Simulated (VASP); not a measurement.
Set up this calculation in VASP 6.6.1, as the native input.

* Task: single point
* Functional: r2SCAN
* Potentials or basis: VASP PAW PBE potentials, release 64 (Li_sv, Ta_sv_GW, O)
* Cutoff: 830 eV
* k mesh: 6 × 6 × 6
* Occupations: gaussian, width 0.1 eV
* Spin: no spin polarisation
* Dipole correction: no
* Second run: valence_matched
* Further INCAR settings: ALGO = Normal; EDIFF = 1e-06; NBANDS = 22

Crystal: LiTaO2.

```
Li Ta O
1.0
     1.42566    0.82310    5.35321
    -1.42566    0.82310    5.35321
     0.00000   -1.64621    5.35321
Li Ta O
1 1 2
Direct
  0.00000 0.00000 0.00000
  0.50000 0.50000 0.50000
  0.25371 0.25371 0.25371
  0.74629 0.74629 0.74629
```

One way to write it, as run:

POSCAR

```
LiTaO2
1.0
    1.4256571554      0.8231035425      5.3532128132
   -1.4256571554      0.8231035425      5.3532128132
    0.0000000000     -1.6462070850      5.3532128132
Li Ta O
1 1 2
Direct
    0.0000000000      0.0000000000      0.0000000000
    0.5000000000      0.5000000000      0.5000000000
    0.2537065116      0.2537065116      0.2537065116
    0.7462934884      0.7462934884      0.7462934884
```

INCAR.step1

```
  PREC = Accurate
  ENCUT = 830
  ISMEAR = 0
  SIGMA = 0.1
  LREAL = F
  LASPH = T
  NELM = 120
  NBANDS = 22
  GGA = PE
  ALGO = Normal
  EDIFF = 1E-5
  LWAVE = T
  LCHARG = F
  GGA_COMPAT = F
```

INCAR.step2

```
  PREC = Accurate
  ENCUT = 830
  EDIFF = 1E-6
  ISMEAR = 0
  SIGMA = 0.1
  LREAL = F
  LASPH = T
  NELM = 120
  ALGO = Normal
  ISIF = 2
  LWAVE = F
  LCHARG = F
  METAGGA = R2SCAN
  LMIXTAU = T
  NBANDS = 22
  ISTART = 1
  GGA_COMPAT = F
```

KPOINTS

```
Automatic mesh
0
Gamma
  6 6 6
```

Potentials or basis: VASP PAW PBE potentials, release 64 (Li_sv, Ta_sv_GW, O).

Run with:

```sh
$ cat potpaw_PBE.64/Li_sv/POTCAR potpaw_PBE.64/Ta_sv_GW/POTCAR potpaw_PBE.64/O/POTCAR > POTCAR
$ cp INCAR.step1 INCAR
$ mpirun -np 1 vasp_std > vasp.out
$ cp INCAR.step2 INCAR
$ mpirun -np 1 vasp_std > vasp.out
```

Results of the run:

```yaml
Pressure: -0.1 GPa
Largest_force: 0.024 eV/Å
Band_gap_on_the_k_mesh: zero (band 14 reaches 9.71 eV, above the bottom of band 15 at 8.60 eV)
```

Caveat: the k points lie up to 0.43 Å⁻¹ apart; the PAW data sets were made with another functional, which shifts forces and pressure a little; spin-orbit coupling is left out, which moves the levels of the heavy elements.

It took 9 min on 1 thread of Intel(R) Xeon(R) 6975P-C (Granite Rapids), on a shared host, peak memory 0.51 GiB.
